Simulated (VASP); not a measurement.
# Pb (P-1) in VASP: single point with PBEsol

Aim: the single point of Pb with PBEsol.

Program: VASP 6.6.1. These are calculated values, not measurements. Logs are shortened: lines on timing, memory, paths and dates and some standing lists are left out, and cuts for length are marked.

### Step 1. The cell of the first run

The typed cell holds 2 atoms: a = 3.481 Å, b = 3.435 Å, c = 5.591 Å, α = 89.36°, β = 88.27°, γ = 118.70°.

### Step 2. Single point, PBEsol (equal xy, yz and zx shear strains of +3 %)

The input, INCAR:

```
SYSTEM = Pb
PREC = Accurate
ENCUT = 520
EDIFF = 1E-7
ISMEAR = -1
SIGMA = 0.05
LREAL = .FALSE.
LASPH = .TRUE.
NELM = 80
ALGO = Normal
ISIF = 2
LWAVE = .FALSE.
LCHARG = .FALSE.
GGA = PS
NBANDS = 21
```

The input, KPOINTS:

```
regular mesh
0
G
  12 12 7
  0 0 0
```

The input, POSCAR:

```
Pb
1.0
    3.4800006906      0.0522000104      0.0522000104
   -1.6947938102      2.9876689980      0.0191065299
    0.0838500000      0.0838500000      5.5900000000
Pb
2
Direct
    0.3333333333      0.6666666667      0.2500000000
    0.6666666667      0.3333333333      0.7500000000
```

Potentials or basis: VASP PAW PBE potentials, release 64 (Pb_d).

On the command line:

```sh
$ cat potpaw_PBE.64/Pb_d/POTCAR > POTCAR
$ mpirun -np 1 vasp_std > vasp.out
```

OUTCAR:

```text
SYSTEM = Pb
   PREC = Accurate
   ENCUT = 520
   EDIFF = 1E-7
   ISMEAR = -1
   LREAL = .FALSE.
   LASPH = .TRUE.
   NELM = 80
   ISIF = 2
   GGA = PS

 ion  position               nearest neighbor table
   1  0.333  0.667  0.250-   2 3.39   2 3.39   2 3.41   2 3.45   2 3.49   2 3.52
   2  0.667  0.333  0.750-   1 3.39   1 3.39   1 3.41   1 3.45   1 3.49   1 3.52

  LATTYP: Found a triclinic cell.
 ALAT       =     3.5260249314
 B/A-ratio  =     0.9741696453
 C/A-ratio  =     1.5857113087
 COS(alpha) =     0.0112057054
 COS(beta)  =     0.0407400298
 COS(gamma) =     0.5001712246

  Lattice vectors:

 A1 = (   1.7852068804,   3.0398690084,   0.0713065403)
 A2 = (  -1.6947938102,   2.9876689980,   0.0191065299)
 A3 = (   0.0838500000,   0.0838500000,   5.5900000000)

Analysis of symmetry for initial positions (statically):
=====================================================================
 Subroutine PRICEL returns:
 Original cell was already a primitive cell.

 Routine SETGRP: Setting up the symmetry group for a
 triclinic supercell.

 Subroutine GETGRP returns: Found  2 space group operations
 (whereof  2 operations were pure point group operations)
 out of a pool of  2 trial point group operations.

The static configuration has the point symmetry S_2 .

Analysis of symmetry for dynamics (positions and initial velocities):
=====================================================================
 Subroutine PRICEL returns:
 Original cell was already a primitive cell.

 Routine SETGRP: Setting up the symmetry group for a
 triclinic supercell.

 Subroutine GETGRP returns: Found  2 space group operations
 (whereof  2 operations were pure point group operations)
 out of a pool of  2 trial point group operations.

The dynamic configuration has the point symmetry S_2 .

 Subroutine INISYM returns: Found  2 space group operations
 (whereof  2 operations are pure point group operations),
 and found     1 'primitive' translations

----------------------------------------------------------------------------------------

                                     Primitive cell

  volume of cell :      58.5883

  direct lattice vectors                    reciprocal lattice vectors
     3.480000691  0.052200010  0.052200010     0.285030832  0.161730276 -0.006701417
    -1.694793810  2.987668998  0.019106530    -0.004905777  0.331957607 -0.004905777
     0.083850000  0.083850000  5.590000000    -0.002644880 -0.002644880  0.178970223
[... 80 lines left out ...]
   LSORBIT =      F    spin-orbit coupling
   LASPH  =      T    aspherical Exc in radial PAW
   ENCUT  =  520.0 eV  38.22 Ry    6.18 a.u.   6.47  6.39 10.40*2*pi/ulx,y,z
   NELM   =     80;   NELMIN=  2; NELMDL= -5     # of ELM steps
   EDIFF  = 0.1E-06   stopping-criterion for ELM
   LREAL  =      F    real-space projection
   EDIFFG = 0.1E-05   stopping-criterion for IOM
   NSW    =      0    number of steps for IOM
   IBRION =     -1    ionic relax: 0-MD 1-quasi-New 2-CG
   NFREE  =      0    steps in history (QN), initial steepest desc. (CG)
   ISIF   =      2    stress and relaxation
   ISYM   =      2    0-nonsym 1-usesym 2-fastsym
   POTIM  = 0.5000    time-step for ionic-motion
   TEBEG  =    0.0;   TEEND  =   0.0 temperature during run
   PSTRESS=    0.0 pullay stress
   NELECT =      28.0000    total number of electrons
   NUPDOWN=      -1.0000    fix difference up-down
   EMIN   =  10.00;   EMAX   =-10.00  energy-range for DOS
   EFERMI =   0.00;   METHOD = LEGACY
   ISMEAR =    -1;   SIGMA  =   0.05  broadening in eV -4-tet -1-fermi 0-gaus
   EFERMI_NEDOS =   21; number of points for ismear=-14 and -15
   IALGO  =     38    algorithm
   IMIX   =      4    mixing-type and parameters
     AMIX     =   0.40;   BMIX     =  1.00
     AMIX_MAG =   1.60;   BMIX_MAG =  1.00
  volume/ion in A,a.u.               =      29.29       197.69
  Fermi-wavevector in a.u.,A,eV,Ry     =   1.279943  2.418741 22.289795  1.638254
  Thomas-Fermi vector in A             =   2.412399
   LORBIT       =      0    0 simple, 1 ext, 2 COOP (PROOUT), +10 PAW based schemes
   GGA     = PS    functional components
   LHFCALC =     F    Hartree Fock is set to
   AEXX    =    0.0000 exact exchange contribution
   IVDW    =     0    specifies the selected vdW correction
   LEPSILON=     F    determine dielectric tensor
   LRPA    =     F    only Hartree local field effects (RPA)
 non-spin polarized calculation
  energy-cutoff  :      520.00
  volume of cell :       58.59
 maximum number of plane-waves:      1600
 NGX is ok and might be reduce to    28
   NGX = 13   NGY = 13   NGZ = 21

 number of electron      28.0000005 magnetization

 Free energy of the ion-electron system (eV)
  ---------------------------------------------------
  ext. energy  EPLUGINS =         0.00000000
  ---------------------------------------------------
  free energy    TOTEN  =        -7.95328593 eV

  energy without entropy =       -7.94297497  energy(sigma->0) =       -7.94813045

 E-fermi :   7.4558     XC(G=0): -10.5090

 val. band max:        7.4544511798   @ k =   0.2500   0.3333   0.0000
 cond. band min:       7.4598930113   @ k =  -0.3333  -0.1667   0.1429
 fundamental gap:      0.0054418315
 Fermi energy:         7.4558206737

 k-point     1 :       0.0000    0.0000    0.0000
  band No.  band energies     occupation
      1      -9.5727      2.00000
      2      -9.5290      2.00000
      3      -9.5228      2.00000
      4      -9.4973      2.00000
      5      -9.4751      2.00000
      6      -9.4538      2.00000
[... 565 lines left out ...]
     20      17.0933      0.00000
     21      20.4835      0.00000

 [... further k-points ...]

------------------------ aborting loop because EDIFF is reached ----------------------------------------

  FORCE on cell =-STRESS in cart. coord.  units (eV):
  Direction    XX          YY          ZZ          XY          YZ          ZX
  --------------------------------------------------------------------------------------
  -------------------------------------------------------------------------------------
  Total        0.2594495      0.2935466      0.4951191     -0.1255705     -0.1513605     -0.1456897
  in kB        7.0950029      8.0274354     13.5397135     -3.4338976     -4.1391621     -3.9840849
  external PRESSURE =       9.5540506 kB  Pullay stress =       0.0000000 kB

 VOLUME and BASIS-vectors are now :
 -----------------------------------------------------------------------------
  energy-cutoff  :      520.00
  volume of cell :       58.59
      direct lattice vectors                 reciprocal lattice vectors
     3.480000691  0.052200010  0.052200010     0.285030832  0.161730276 -0.006701417
    -1.694793810  2.987668998  0.019106530    -0.004905777  0.331957607 -0.004905777
     0.083850000  0.083850000  5.590000000    -0.002644880 -0.002644880  0.178970223

 POSITION                                       TOTAL-FORCE (eV/Angst)
 -----------------------------------------------------------------------------------
      0.05110      2.03014      1.42764        -0.007560      0.001334      0.006230
      1.81796      1.09358      4.23367         0.007560     -0.001334     -0.006230
 -----------------------------------------------------------------------------------
    total drift:                                0.000000     -0.000000     -0.000000

  FREE ENERGIE OF THE ION-ELECTRON SYSTEM (eV)
  ---------------------------------------------------
  free  energy   TOTEN  =        -7.9532859298 eV

  energy  without entropy=       -7.9429749671  energy(sigma->0) =       -7.94813045
```

OSZICAR:

```text
N       E                     dE             d eps       ncg     rms          rms(c)
DAV:   1     0.294394479931E+03    0.29439E+03   -0.14268E+04 21267   0.165E+03
DAV:   2     0.129924230277E+02   -0.28140E+03   -0.27482E+03 21462   0.408E+02
DAV:   3    -0.733943975491E+01   -0.20332E+02   -0.20117E+02 25738   0.136E+02
DAV:   4    -0.796047729006E+01   -0.62104E+00   -0.62072E+00 25222   0.267E+01
DAV:   5    -0.799129949647E+01   -0.30822E-01   -0.30821E-01 29235   0.546E+00    0.879E-01
DAV:   6    -0.796147944810E+01    0.29820E-01   -0.52067E-02 29048   0.314E+00    0.411E-01
DAV:   7    -0.795380563846E+01    0.76738E-02   -0.18904E-02 29666   0.183E+00    0.131E-01
DAV:   8    -0.795328908958E+01    0.51655E-03   -0.11223E-03 28729   0.467E-01    0.140E-02
DAV:   9    -0.795328564311E+01    0.34465E-05   -0.45732E-05 30248   0.102E-01    0.652E-03
DAV:  10    -0.795328584520E+01   -0.20209E-06   -0.31951E-06 30983   0.222E-02    0.100E-03
DAV:  11    -0.795328592982E+01   -0.84619E-07   -0.27143E-07 19579   0.740E-03
   1 F= -.79532859E+01 E0= -.79481304E+01  d E =-.103110E-01
```

Run time: 11 min. Hardware: 1 thread of AMD EPYC 7R13, shared host; peak memory 0.53 GiB.

What came out:

- Free energy: -7.9533 eV
- Pressure: 1.0 GPa
- Largest force: 0.010 eV/Å
- Band gap on the k mesh: zero (bands 14 and 15 overlap by 7.46 eV)

Forces in eV/Å, atoms in the order of the input:
```
Pb  -0.008  0.001  0.006
Pb   0.008 -0.001 -0.006
```

Stress tensor (GPa, compression positive):
```
 0.71 -0.34 -0.40
-0.34  0.80 -0.41
-0.40 -0.41  1.35
```

Caveat: the cell differs from its parent crystal (equal xy, yz and zx shear strains of +3 %); the PAW data sets were made with another functional, which shifts forces and pressure a little; spin-orbit coupling is left out, which moves the levels of the heavy elements.
